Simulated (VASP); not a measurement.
# Na in VASP: relaxation of the atoms with PBEsol

Aim: the relaxation of the atoms of Na with PBEsol.

All numbers are computed with VASP 6.6.1; they aren't measurements. Logs are shortened: lines on timing, memory, paths and dates and some standing lists are left out, and cuts for length are marked.

### Step 1. The cell of the first run

The cell holds a slab with vacuum, 24 atoms: a = 8.460 Å, b = 12.690 Å, c = 18.345 Å, α = 90.00°, β = 90.00°, γ = 90.00°.

### Step 2. Relaxation of the atoms, PBEsol

Contents of INCAR:

```
SYSTEM = Na
ALGO = Normal
EDIFF = 1E-7
EDIFFG = -0.08
ENCUT = 520
GGA = PS
IBRION = 2
ISIF = 2
ISMEAR = -1
LASPH = .TRUE.
LCHARG = .FALSE.
LREAL = Auto
LWAVE = .FALSE.
NELM = 80
NSW = 45
PREC = Accurate
SIGMA = 0.15
```

Contents of KPOINTS:

```
k-points
0
G
  2 1 1
  0 0 0
```

Contents of POSCAR:

```
Na
1.0
    8.4600000000      0.0000000000      0.0000000000
    0.0000000000     12.6900000000      0.0000000000
    0.0000000000      0.0000000000     18.3450000000
Na
24
Selective dynamics
Direct
    0.2500000000      0.1666667000      0.0545108000  F F F
    0.7500000000      0.1666667000      0.0545108000  F F F
    0.2500000000      0.5000000000      0.0545108000  F F F
    0.7500000000      0.5000000000      0.0545108000  F F F
    0.2500000000      0.8333333000      0.0545108000  F F F
    0.7500000000      0.8333333000      0.0545108000  F F F
    0.0000000000      0.0000000000      0.1698010000  T T T
    0.5000000000      0.0000000000      0.1698010000  T T T
    0.0000000000      0.3333333000      0.1698010000  T T T
    0.5000000000      0.3333333000      0.1698010000  T T T
    0.0000000000      0.6666667000      0.1698010000  T T T
    0.5000000000      0.6666667000      0.1698010000  T T T
    0.2500000000      0.1666667000      0.2850913000  T T T
    0.7500000000      0.1666667000      0.2850913000  T T T
    0.2500000000      0.5000000000      0.2850913000  T T T
    0.7500000000      0.5000000000      0.2850913000  T T T
    0.2500000000      0.8333333000      0.2850913000  T T T
    0.7500000000      0.8333333000      0.2850913000  T T T
    0.0000000000      0.0000000000      0.4003816000  T T T
    0.5000000000      0.0000000000      0.4003816000  T T T
    0.0000000000      0.3333333000      0.4003816000  T T T
    0.5000000000      0.3333333000      0.4003816000  T T T
    0.0000000000      0.6666667000      0.4003816000  T T T
    0.5000000000      0.6666667000      0.4003816000  T T T
```

Potentials or basis: VASP PAW PBE potentials, release 64 (Na_pv).

Run with:

```
$ cat potpaw_PBE.64/Na_pv/POTCAR > POTCAR
$ mpirun -np 4 vasp_std > vasp.out
```

OUTCAR:

```text
SYSTEM = Na
   EDIFF = 1E-7
   EDIFFG = -0.08
   ENCUT = 520
   GGA = PS
   IBRION = 2
   ISIF = 2
   ISMEAR = -1
   LASPH = .TRUE.
   LREAL = Auto
   NELM = 80
   NSW = 45
   PREC = Accurate

 ion  position               nearest neighbor table
   1  0.250  0.167  0.055-
   2  0.750  0.167  0.055-
   3  0.250  0.500  0.055-
   4  0.750  0.500  0.055-
   5  0.250  0.833  0.055-
   6  0.750  0.833  0.055-
[... 16 lines left out ...]
  23  0.000  0.667  0.400-
  24  0.500  0.667  0.400-

  LATTYP: Found a simple orthorhombic cell.
 ALAT       =     8.4600000000
 B/A-ratio  =     1.5000000000
 C/A-ratio  =     2.1684397163

  Lattice vectors:

 A1 = (   8.4600000000,   0.0000000000,   0.0000000000)
 A2 = (   0.0000000000,  12.6900000000,   0.0000000000)
 A3 = (   0.0000000000,   0.0000000000,  18.3450000000)

Analysis of symmetry for initial positions (statically):
=====================================================================
 Subroutine PRICEL returns following result:

  LATTYP: Found a simple tetragonal cell.
 ALAT       =     4.2300000000
 C/A-ratio  =     4.3368794326

  Lattice vectors:

 A1 = (   4.2300000000,   0.0000000000,   0.0000000000)
 A2 = (   0.0000000000,   4.2299995770,   0.0000000000)
 A3 = (   0.0000000000,   0.0000000000,  18.3450000000)

   6 primitive cells build up your supercell.

 Routine SETGRP: Setting up the symmetry group for a
 simple orthorhombic supercell.

 Subroutine GETGRP returns: Found  8 space group operations
 (whereof  4 operations were pure point group operations)
 out of a pool of  8 trial point group operations.

The static configuration has the point symmetry C_2v.
 The point group associated with its full space group is D_2h.

Analysis of symmetry for dynamics (positions and initial velocities):
=====================================================================
 Subroutine PRICEL returns following result:

  LATTYP: Found a simple tetragonal cell.
 ALAT       =     4.2300000000
 C/A-ratio  =     4.3368794326

  Lattice vectors:

 A1 = (   4.2300000000,   0.0000000000,   0.0000000000)
 A2 = (   0.0000000000,   4.2299995770,   0.0000000000)
 A3 = (   0.0000000000,   0.0000000000,  18.3450000000)

   6 primitive cells build up your supercell.

 Routine SETGRP: Setting up the symmetry group for a
 simple orthorhombic supercell.

 Subroutine GETGRP returns: Found  8 space group operations
 (whereof  4 operations were pure point group operations)
 out of a pool of  8 trial point group operations.

The dynamic configuration has the point symmetry C_2v.
 The point group associated with its full space group is D_2h.

Analysis of constrained symmetry for selective dynamics:
=====================================================================
 Subroutine PRICEL returns following result:

  LATTYP: Found a simple tetragonal cell.
 ALAT       =     4.2300000000
 C/A-ratio  =     4.3368794326

  Lattice vectors:

 A1 = (   4.2300000000,   0.0000000000,   0.0000000000)
 A2 = (   0.0000000000,   4.2299995770,   0.0000000000)
 A3 = (   0.0000000000,   0.0000000000,  18.3450000000)

   6 primitive cells build up your supercell.

 Routine SETGRP: Setting up the symmetry group for a
 simple orthorhombic supercell.

 Subroutine GETGRP returns: Found  4 space group operations
 (whereof  4 operations were pure point group operations)
 out of a pool of  8 trial point group operations.

The constrained configuration has the point symmetry C_2v.

 Subroutine INISYM returns: Found  4 space group operations
 (whereof  4 operations are pure point group operations),
 and found     6 'primitive' translations

----------------------------------------------------------------------------------------

                                     Primitive cell

  volume of cell :     328.2452

  direct lattice vectors                    reciprocal lattice vectors
     4.230000000  0.000000000  0.000000000     0.236406619  0.000000000  0.000000000
     0.000000000  4.229999577  0.000000000     0.000000000  0.236406643  0.000000000
     0.000000000  0.000000000 18.345000000     0.000000000  0.000000000  0.054510766

  length of vectors
     4.230000000  4.229999577 18.345000000     0.236406619  0.236406643  0.054510766

  position of ions in fractional coordinates (direct lattice)
     0.500000000  0.500000150  0.054510800
     0.000000000  0.000000000  0.169801000
     0.500000000  0.500000150  0.285091300
     0.000000000  0.000000000  0.400381600

  ion indices of the primitive-cell ions
   primitive index   ion index
                 1           1
                 2           9
                 3          13
                 4          21

----------------------------------------------------------------------------------------

 KPOINTS: k-points

Automatic generation of k-mesh.
 Grid dimensions read from file:
 generate k-points for:    2    1    1

 Generating k-lattice:

  Cartesian coordinates                     Fractional coordinates (reciprocal lattice)
     0.059101655  0.000000000  0.000000000     0.500000000  0.000000000  0.000000000
     0.000000000  0.078802206  0.000000000     0.000000000  1.000000000  0.000000000
     0.000000000  0.000000000  0.054510766     0.000000000  0.000000000  1.000000000

  Length of vectors
     0.059101655  0.078802206  0.054510766

  Shift w.r.t. Gamma in fractional coordinates (k-lattice)
     0.000000000  0.000000000  0.000000000

 Subroutine IBZKPT returns following result:
 ===========================================

 Found      2 irreducible k-points:

 Following reciprocal coordinates:
            Coordinates               Weight
  0.000000  0.000000  0.000000      1.000000
  0.500000  0.000000  0.000000      1.000000
   k-points           NKPTS =      2   k-points in BZ     NKDIM =      2   number of bands    NBANDS=    100
   number of dos      NEDOS =    301   number of ions     NIONS =     24
   total plane-waves  NPLWV = 860160
   dimension x,y,z NGX =    64 NGY =   96 NGZ =  140
   dimension x,y,z NGXF=   128 NGYF=  192 NGZF=  280
   ions per type =              24
   NGX,Y,Z   is equivalent  to a cutoff of  12.58, 12.58, 12.69 a.u.
   NGXF,Y,Z  is equivalent  to a cutoff of  25.15, 25.15, 25.37 a.u.
 SYSTEM =  Na
   PREC   = accura    normal or accurate (medium, high low for compatibility)
   ISTART =      0    job   : 0-new  1-cont  2-samecut
   ICHARG =      2    charge: 1-file 2-atom 10-const
   ISPIN  =      1    spin polarized calculation?
   LNONCOLLINEAR =      F non collinear calculations
   LSORBIT =      F    spin-orbit coupling
   LASPH  =      T    aspherical Exc in radial PAW
   ENCUT  =  520.0 eV  38.22 Ry    6.18 a.u.  15.73 23.59 34.11*2*pi/ulx,y,z
   NELM   =     80;   NELMIN=  2; NELMDL= -5     # of ELM steps
   EDIFF  = 0.1E-06   stopping-criterion for ELM
   LREAL  =      T    real-space projection
   EDIFFG = -.8E-01   stopping-criterion for IOM
   NSW    =     45    number of steps for IOM
   IBRION =      2    ionic relax: 0-MD 1-quasi-New 2-CG
   NFREE  =      1    steps in history (QN), initial steepest desc. (CG)
   ISIF   =      2    stress and relaxation
   ISYM   =      2    0-nonsym 1-usesym 2-fastsym
   POTIM  = 0.5000    time-step for ionic-motion
   TEBEG  =    0.0;   TEEND  =   0.0 temperature during run
   PSTRESS=    0.0 pullay stress
   NELECT =     168.0000    total number of electrons
   NUPDOWN=      -1.0000    fix difference up-down
   EMIN   =  10.00;   EMAX   =-10.00  energy-range for DOS
   EFERMI =   0.00;   METHOD = LEGACY
   ISMEAR =    -1;   SIGMA  =   0.15  broadening in eV -4-tet -1-fermi 0-gaus
   EFERMI_NEDOS =   21; number of points for ismear=-14 and -15
   IALGO  =     38    algorithm
   IMIX   =      4    mixing-type and parameters
     AMIX     =   0.40;   BMIX     =  1.00
     AMIX_MAG =   1.60;   BMIX_MAG =  1.00
  volume/ion in A,a.u.               =      82.06       553.78
  Fermi-wavevector in a.u.,A,eV,Ry     =   0.720656  1.361842  7.066119  0.519345
  Thomas-Fermi vector in A             =   1.810164
   LORBIT       =      0    0 simple, 1 ext, 2 COOP (PROOUT), +10 PAW based schemes
   GGA     = PS    functional components
   LHFCALC =     F    Hartree Fock is set to
   AEXX    =    0.0000 exact exchange contribution
   IVDW    =     0    specifies the selected vdW correction
   LEPSILON=     F    determine dielectric tensor
   LRPA    =     F    only Hartree local field effects (RPA)
 conjugate gradient relaxation of ions
 non-spin polarized calculation
  energy-cutoff  :      520.00
  volume of cell :     1969.47
 maximum number of plane-waves:     53069
 NGX is ok and might be reduce to    64
   NGX = 31   NGY = 47   NGZ = 69

 number of electron     167.9999972 magnetization

 Free energy of the ion-electron system (eV)
  ---------------------------------------------------
  ext. energy  EPLUGINS =         0.00000000
  ---------------------------------------------------
  free energy    TOTEN  =       -31.05281484 eV

  energy without entropy =      -30.04020842  energy(sigma->0) =      -30.54651163

 E-fermi :  -1.2469     XC(G=0):  -3.8165

 val. band max:       -1.2805581771   @ k =   0.5000   0.0000   0.0000
 cond. band min:      -1.1585373014   @ k =   0.0000   0.0000   0.0000
 fundamental gap:      0.1220208756
 Fermi energy:        -1.2468848244

 k-point     1 :       0.0000    0.0000    0.0000
  band No.  band energies     occupation
      1     -26.4621      2.00000
      2     -26.4621      2.00000
      3     -26.4619      2.00000
      4     -26.4619      2.00000
      5     -26.4618      2.00000
      6     -26.4618      2.00000
[... 88 lines left out ...]
     95      -0.1767      0.00159
     96      -0.1767      0.00159

 k-point     2 :       0.5000    0.0000    0.0000
  band No.  band energies     occupation
      1     -26.4620      2.00000
      2     -26.4620      2.00000
      3     -26.4619      2.00000
      4     -26.4619      2.00000
      5     -26.4616      2.00000
      6     -26.4616      2.00000
[... 88 lines left out ...]
     95       0.0597      0.00033
     96       0.0597      0.00033
 [bands above 96 left out]

------------------------ aborting loop because EDIFF is reached ----------------------------------------

  FORCE on cell =-STRESS in cart. coord.  units (eV):
  Direction    XX          YY          ZZ          XY          YZ          ZX
  --------------------------------------------------------------------------------------
  -------------------------------------------------------------------------------------
  Total       -3.3744187     -7.9096837     -0.0499886      0.0000000      0.0000000      0.0000000
  in kB       -2.7451106     -6.4345769     -0.0406660      0.0000000      0.0000000      0.0000000
  external PRESSURE =      -3.0734512 kB  Pullay stress =       0.0000000 kB

 VOLUME and BASIS-vectors are now :
 -----------------------------------------------------------------------------
  energy-cutoff  :      520.00
  volume of cell :     1969.47
      direct lattice vectors                 reciprocal lattice vectors
     8.460000000  0.000000000  0.000000000     0.118203310  0.000000000  0.000000000
     0.000000000 12.690000000  0.000000000     0.000000000  0.078802206  0.000000000
     0.000000000  0.000000000 18.345000000     0.000000000  0.000000000  0.054510766

 POSITION                                       TOTAL-FORCE (eV/Angst)
 -----------------------------------------------------------------------------------
      2.11500      2.11500      1.00000        -0.000000      0.000000      0.004670
      6.34500      2.11500      1.00000         0.000000      0.000000      0.004670
      2.11500      6.34500      1.00000         0.000000      0.000000      0.004670
      6.34500      6.34500      1.00000        -0.000000      0.000000      0.004670
      2.11500     10.57500      1.00000         0.000000      0.000000      0.004670
      6.34500     10.57500      1.00000        -0.000000      0.000000      0.004670
[... 16 lines left out ...]
      0.00000      8.46000      7.34500        -0.000000      0.000000     -0.006821
      4.23000      8.46000      7.34500        -0.000000      0.000000     -0.006821
 -----------------------------------------------------------------------------------
    total drift:                                0.000000      0.000000      0.007051

  FREE ENERGIE OF THE ION-ELECTRON SYSTEM (eV)
  ---------------------------------------------------
  free  energy   TOTEN  =       -31.0528148426 eV

  energy  without entropy=      -30.0402084244  energy(sigma->0) =      -30.54651163

 reached required accuracy - stopping structural energy minimisation
```

Wall time 2.5 min (4 MPI ranks of AMD EPYC 9R45 (Zen 5), shared host); peak memory 0.54 GiB.

What came out:

```yaml
Free_energy: -31.0528 eV
Band_gap_on_the_k_mesh: zero (bands 84 and 85 overlap by 0.12 eV)
```

Final structure:
```
CELL_PARAMETERS angstrom
8.46000 0.00000 0.00000
0.00000 12.69000 0.00000
0.00000 0.00000 18.34500
ATOMIC_POSITIONS crystal
Na 0.25000 0.16667 0.05451
Na 0.75000 0.16667 0.05451
Na 0.25000 0.50000 0.05451
Na 0.75000 0.50000 0.05451
Na 0.25000 0.83333 0.05451
Na 0.75000 0.83333 0.05451
Na 0.00000 0.00000 0.16980
Na 0.50000 0.00000 0.16980
Na 0.00000 0.33333 0.16980
Na 0.50000 0.33333 0.16980
Na 0.00000 0.66667 0.16980
Na 0.50000 0.66667 0.16980
Na 0.25000 0.16667 0.28509
Na 0.75000 0.16667 0.28509
Na 0.25000 0.50000 0.28509
Na 0.75000 0.50000 0.28509
Na 0.25000 0.83333 0.28509
Na 0.75000 0.83333 0.28509
Na 0.00000 0.00000 0.40038
Na 0.50000 0.00000 0.40038
Na 0.00000 0.33333 0.40038
Na 0.50000 0.33333 0.40038
Na 0.00000 0.66667 0.40038
Na 0.50000 0.66667 0.40038
```

Caveat: the k points lie up to 0.50 Å⁻¹ apart; the relaxation stopped at its first step, so nothing moved; there is no dipole correction, which matters where the two faces differ; the PAW data sets were made with another functional, which shifts forces and pressure a little.

The gap in the log of VASP goes by the Fermi energy; the results here count the filled bands.